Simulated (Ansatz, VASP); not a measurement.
FeC3 in VASP and in Ansatz

```
CELL_PARAMETERS angstrom
3.20213 0.00000 0.00000
0.00000 3.20213 0.00000
0.00000 0.00000 3.20213
ATOMIC_POSITIONS crystal
Fe 0.00000 0.00000 0.00000
C 0.00000 0.50000 0.50000
C 0.50000 0.00000 0.50000
C 0.50000 0.50000 0.00000
```

Alike in both runs: task single point; functional PBE; k mesh 6 × 6 × 6; occupations gaussian, width 0.1 eV; collinear spin.

|  | VASP | Ansatz |
| --- | --- | --- |
| version | VASP 6.6.1 | Ansatz 0.2.0 |
| potentials or method | VASP PAW PBE potentials, release 64 (Fe, C), cutoff 520 eV | scalar-relativistic, plane waves, PAW |
| valence electrons in the cell | 20 | 28 |

Ansatz gave:

```
gap on the k mesh at the Fermi level (eV)                     : none
pressure (GPa)                                                : -11.1
net moment per atom (μB)                                      : 0.57
size of the moment on the site where the two differ most (μB) : 2.20
```

Task: Estimate VASP's values.

Result: gap on the k mesh at the Fermi level (eV): none; pressure (GPa): -10.8; net moment per atom (μB): 0.57; size of the moment on the site where the two differ most (μB): 2.23.

Site moments also hang on the region over which each program counts them. A gap of «none» marks a metal or a gap that the smearing closes. VASP's potentials hold 20 valence electrons a cell and Ansatz's 28, so a difference there can come from the potentials and not from the codes.
